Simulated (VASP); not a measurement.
# CsCl (Pm-3m) in VASP: elastic constants with PBE

Aim: the elastic constants of CsCl with PBE.

Everything below comes from runs of VASP 6.6.1. Logs are shortened: lines on timing, memory, paths and dates and some standing lists are left out, and cuts for length are marked.

### 1 The cell of the first run

The structure is cubic, space group Pm-3m (No. 221). Conventional cell: a = 4.219 Å, b = 4.219 Å, c = 4.219 Å, α = 90.00°, β = 90.00°, γ = 90.00°. Cs (site symmetry m-3m) has 8 Cl at 3.65 Å and 6 Cs at 4.22 Å within 4.8 Å. Cl (site symmetry m-3m) has 8 Cs at 3.65 Å and 6 Cl at 4.22 Å within 4.8 Å.

### 2 Elastic constants, PBE

File INCAR:

```
SYSTEM = CsCl
ALGO = Normal
EDIFF = 1E-8
ENCUT = 500
GGA = PE
GGA_COMPAT = .FALSE.
IBRION = 6
ISIF = 3
ISMEAR = 0
LASPH = .TRUE.
LCHARG = .FALSE.
LREAL = .FALSE.
LWAVE = .FALSE.
NELM = 120
NFREE = 2
NSW = 1
POTIM = 0.015
PREC = Accurate
SIGMA = 0.01
```

File KPOINTS:

```
k-points
0
G
  6 6 6
  0 0 0
```

File POSCAR:

```
CsCl
1.0
    4.2193000000      0.0000000000      0.0000000000
    0.0000000000      4.2193000000      0.0000000000
    0.0000000000      0.0000000000      4.2193000000
Cs Cl
1 1
Direct
    0.0000000000      0.0000000000      0.0000000000
    0.5000000000      0.5000000000      0.5000000000
```

Potentials or basis: VASP PAW PBE potentials, release 64 (Cs_sv, Cl).

Command:

```
cat potpaw_PBE.64/Cs_sv/POTCAR potpaw_PBE.64/Cl/POTCAR > POTCAR
mpirun -np 1 vasp_std > vasp.out
```

OUTCAR:

```text
SYSTEM = CsCl
   EDIFF = 1E-8
   ENCUT = 500
   GGA = PE
   IBRION = 6
   ISIF = 3
   ISMEAR = 0
   LASPH = .TRUE.
   LREAL = .FALSE.
   NELM = 120
   NFREE = 2
   NSW = 1
   POTIM = 0.015
   PREC = Accurate

 ion  position               nearest neighbor table
   1  0.000  0.000  0.000-
   2  0.500  0.500  0.500-

  LATTYP: Found a simple cubic cell.
 ALAT       =     4.2193000000

  Lattice vectors:

 A1 = (   4.2193000000,   0.0000000000,   0.0000000000)
 A2 = (   0.0000000000,   4.2193000000,   0.0000000000)
 A3 = (   0.0000000000,   0.0000000000,   4.2193000000)

Analysis of symmetry for initial positions (statically):
=====================================================================
 Subroutine PRICEL returns:
 Original cell was already a primitive cell.

 Routine SETGRP: Setting up the symmetry group for a
 simple cubic supercell.

 Subroutine GETGRP returns: Found 48 space group operations
 (whereof 48 operations were pure point group operations)
 out of a pool of 48 trial point group operations.

The static configuration has the point symmetry O_h .

Analysis of symmetry for dynamics (positions and initial velocities):
=====================================================================
 Subroutine PRICEL returns:
 Original cell was already a primitive cell.

 Routine SETGRP: Setting up the symmetry group for a
 simple cubic supercell.

 Subroutine GETGRP returns: Found 48 space group operations
 (whereof 48 operations were pure point group operations)
 out of a pool of 48 trial point group operations.

The dynamic configuration has the point symmetry O_h .

 Subroutine INISYM returns: Found 48 space group operations
 (whereof 48 operations are pure point group operations),
 and found     1 'primitive' translations

----------------------------------------------------------------------------------------

[... 687 lines left out ...]
      5      -6.6268      2.00000
      6      -1.0867      2.00000
      7      -0.7939      2.00000
      8      -0.7275      2.00000
      9       5.1838      0.00000
     10       5.3974      0.00000
     11       5.7228      0.00000
     12       8.4673      0.00000

 [... further k-points ...]

------------------------ aborting loop because EDIFF is reached ----------------------------------------

  FORCE on cell =-STRESS in cart. coord.  units (eV):
  Direction    XX          YY          ZZ          XY          YZ          ZX
  --------------------------------------------------------------------------------------
  -------------------------------------------------------------------------------------
  Total       -0.0578150     -0.0576971     -0.0576971      0.0000000     -0.0000000      0.0000000
  in kB       -1.2331890     -1.2306751     -1.2306751      0.0000000     -0.0000000      0.0000000
  external PRESSURE =      -1.2315131 kB  Pullay stress =       0.0000000 kB
[... 17 lines left out ...]
  FREE ENERGIE OF THE ION-ELECTRON SYSTEM (eV)
  ---------------------------------------------------
  free  energy   TOTEN  =        -6.5411255361 eV

  energy  without entropy=       -6.5411255361  energy(sigma->0) =       -6.54112554

 INTERNAL STRAIN TENSORS FROM STRAINED CELLS
 ============================================

 INTERNAL STRAIN TENSOR FOR ION    1 for displacements in x,y,z  (eV/Angst):
          X           Y           Z          XY          YZ          ZX
  --------------------------------------------------------------------------------
  x     0.00000     0.00000     0.00000     0.00000     0.00000    -0.00000
  y     0.00000     0.00000     0.00000     0.00000     0.00000     0.00000
  z     0.00000     0.00000     0.00000     0.00000     0.00000     0.00000

 INTERNAL STRAIN TENSORS FROM DISPLACED ATOMS
 ============================================

 INTERNAL STRAIN TENSOR FOR ION    1 for displacements in x,y,z  (eV/Angst):
          X           Y           Z          XY          YZ          ZX
  --------------------------------------------------------------------------------
  x     0.00000     0.00000     0.00000     0.00000     0.00000     0.00000
  y     0.00000     0.00000     0.00000     0.00000     0.00000     0.00000
  z     0.00000     0.00000     0.00000     0.00000     0.00000     0.00000

 INTERNAL STRAIN TENSOR FOR ION    2 for displacements in x,y,z  (eV/Angst):
          X           Y           Z          XY          YZ          ZX
  --------------------------------------------------------------------------------
  x     0.00000     0.00000     0.00000     0.00000     0.00000     0.00000
  y     0.00000     0.00000     0.00000     0.00000     0.00000     0.00000
  z     0.00000     0.00000     0.00000     0.00000     0.00000     0.00000

 Eigenvectors and eigenvalues of the dynamical matrix
 ----------------------------------------------------

   1 f  =    2.143396 THz    13.467353 2PiTHz   71.495989 cm-1     8.864369 meV
             X         Y         Z           dx          dy          dz
      0.000000  0.000000  0.000000     0.000000    0.459773    0.000000
      2.109650  2.109650  2.109650    -0.000000   -0.888036    0.000000
[... 21 lines left out ...]
   6 f/i=    0.002112 THz     0.013268 2PiTHz    0.070440 cm-1     0.008733 meV
             X         Y         Z           dx          dy          dz
      0.000000  0.000000  0.000000    -0.068077    0.293865    0.835235
      2.109650  2.109650  2.109650    -0.035246    0.152146    0.432436

--------------------------------------------------------------------------------------------------------

 ELASTIC MODULI CONTR FROM IONIC RELAXATION (kBar)
 Direction    XX          YY          ZZ          XY          YZ          ZX
 --------------------------------------------------------------------------------
 XX           0.0000      0.0000      0.0000      0.0000      0.0000      0.0000
 YY           0.0000      0.0000      0.0000      0.0000      0.0000      0.0000
 ZZ           0.0000      0.0000      0.0000      0.0000      0.0000      0.0000
 XY           0.0000      0.0000      0.0000      0.0000      0.0000      0.0000
 YZ           0.0000      0.0000      0.0000      0.0000      0.0000      0.0000
 ZX           0.0000      0.0000      0.0000      0.0000      0.0000      0.0000
 --------------------------------------------------------------------------------

 TOTAL ELASTIC MODULI (kBar)
 Direction    XX          YY          ZZ          XY          YZ          ZX
 --------------------------------------------------------------------------------
 XX         320.6175     51.3681     51.3681      0.0000      0.0000     -0.0000
 YY          51.3681    320.6175     51.3681     -0.0000     -0.0000     -0.0000
 ZZ          51.3681     51.3681    320.6175     -0.0000      0.0000      0.0000
 XY           0.0000     -0.0000     -0.0000     46.8819      0.0000      0.0000
 YZ           0.0000     -0.0000      0.0000      0.0000     46.8819      0.0000
 ZX          -0.0000     -0.0000      0.0000      0.0000      0.0000     46.8819
 --------------------------------------------------------------------------------
```

It took 4 min on 1 thread of Intel Xeon Platinum 8259CL at 2.50GHz (Skylake/Cascade Lake), shared host; peak memory 0.27 GiB.

Results:

```
Elastic constants C11, C12, C44                         : 32, 5, 5 GPa
Voigt bulk modulus                                      : 14 GPa
Highest phonon frequency at Γ, LO-TO splitting left out : 71 cm⁻¹
```

Phonon frequencies in cm⁻¹ (negative: imaginary):
```tsv
q point	frequencies
(0.000, 0.000, 0.000)	0 0 0 71 71 71
```

Elastic tensor in Voigt notation (GPa, in the Cartesian axes of the cell as first typed):
```
32  5  5  0  0  0
 5 32  5  0  0  0
 5  5 32  0  0  0
 0  0  0  5  0  0
 0  0  0  0  5  0
 0  0  0  0  0  5
```

Clamped-ion elastic tensor (GPa):
```
32  5  5  0  0  0
 5 32  5  0  0  0
 5  5 32  0  0  0
 0  0  0  5  0  0
 0  0  0  0  5  0
 0  0  0  0  0  5
```

Caveat: spin-orbit coupling is left out, which moves the levels of the heavy elements.
